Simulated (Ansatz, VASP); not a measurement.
## One calculation of SnW3, two programs

```
Sn W
1.0
     4.16192    0.00000    0.00000
     0.00000    4.16192    0.00000
     0.00000    0.00000    4.16192
Sn W
1 3
Direct
  0.00000 0.00000 0.00000
  0.00000 0.50000 0.50000
  0.50000 0.00000 0.50000
  0.50000 0.50000 0.00000
```

Alike in both runs: task single point; functional PBE; k mesh 4 × 4 × 4; occupations gaussian, width 0.1 eV; no spin polarisation.

|  | VASP | Ansatz |
| --- | --- | --- |
| version | VASP 6.6.1 | Ansatz 0.2.0 |
| potentials or method | VASP PAW PBE potentials, release 64 (Sn_d, W_sv), cutoff 500 eV | scalar-relativistic, plane waves, PAW |
| valence electrons in the cell | 56 | 56 |

|  | VASP | Ansatz | Ansatz less VASP |
| --- | --- | --- | --- |
| gap on the k mesh at the Fermi level (eV) | none | none | - |
| pressure (GPa) | -10.9 | -11.0 | -0.15 |

A gap of «none» marks a metal or a gap that the smearing closes.

The k mesh is coarse, so the values compare programs but aren't converged. Spin-orbit coupling is off throughout.
